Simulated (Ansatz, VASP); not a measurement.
**Al3GaN4 in VASP and in Ansatz**

The input INCAR:

```
PREC = Accurate
ENCUT = 520
EDIFF = 1E-6
ISMEAR = 0
SIGMA = 0.05
LREAL = F
LASPH = T
NELM = 80
ALGO = Normal
ISIF = 2
LWAVE = F
LCHARG = F
GGA = PS
NBANDS = 31
```

The input KPOINTS:

```
Automatic mesh
0
Gamma
  6 8 4
```

Contents of POSCAR:

```
Al3GaN4
1.0
    5.0434079713      0.0000000000      0.0001149907
    0.0000000000      3.1300738974      0.0000000000
   -0.0032362569      0.0000000000      5.4179919474
Al Ga N
3 1 4
Direct
    0.5002300423      0.4959625603      0.1673295664
    0.0009207036      0.4976652790      0.8348055932
    0.0010880650     -0.0079870319      0.3316926342
    0.4994217138      0.0072598768      0.6662009016
    0.1111724737     -0.0021716024      0.6663292503
    0.1224543238      0.4924122539      0.1671578647
    0.6251234799      0.5051308734      0.8401923551
    0.6231881979     -0.0038492349      0.3262928345
```

Input for Ansatz:

```yaml
crystal:
  lattice:
    - [5.0434079713, 0.0, 0.0001149907]
    - [0.0, 3.1300738974, 0.0]
    - [-0.0032362569, 0.0, 5.4179919474]
  atoms:
    - { symbol: Al, position: [0.5002300423, 0.4959625603, 0.1673295664] }
    - { symbol: Al, position: [0.0009207036, 0.497665279, 0.8348055932] }
    - { symbol: Al, position: [0.001088065, -0.0079870319, 0.3316926342] }
    - { symbol: Ga, position: [0.4994217138, 0.0072598768, 0.6662009016] }
    - { symbol: "N", position: [0.1111724737, -0.0021716024, 0.6663292503] }
    - { symbol: "N", position: [0.1224543238, 0.4924122539, 0.1671578647] }
    - { symbol: "N", position: [0.6251234799, 0.5051308734, 0.8401923551] }
    - { symbol: "N", position: [0.6231881979, -0.0038492349, 0.3262928345] }
basis:
  ecutwfc: 420
kpoints:
  mp_grid: { grid: [6, 8, 4] }
hamiltonian:
  xc: pbesol
scf:
  occupations: { method: gaussian, width: 0.05 }
output:
  forces: true
  stress: true
  eigenvalues: true
```

Change from the starting cell: mode 4 (171.0 1/cm) frozen in, largest displacement +0.025 Å.

Alike in both runs: task single point; functional PBEsol; k mesh 6 × 8 × 4; occupations gaussian, width 0.05 eV; no spin polarisation.

```csv
,VASP,Ansatz
version,VASP 6.6.1,Ansatz 0.2.0
potentials or method,"VASP PAW PBE potentials, release 64 (Al, Ga_d, N), cutoff 520 eV","scalar-relativistic, plane waves, PAW"
valence electrons in the cell,42,42
```

|  | VASP | Ansatz | Ansatz less VASP |
| --- | --- | --- | --- |
| gap on the k mesh at the Fermi level (eV) | 3.49 | 3.47 | -0.017 |
| least direct gap on the mesh (eV) | 3.49 | 3.47 | -0.017 |
| pressure (GPa) | -0.1 | 0.0 | +0.08 |
| traceless stress, the component that is largest in VASP (GPa) | 0.08 | 0.08 | +0.002 |
| rms of the force components (eV/Å) | 0.040 | 0.040 | 0.0000 |

VASP's potentials were made for PBE, not for PBEsol. Atom by atom the forces differ by 0.004 eV/Å (rms over components).
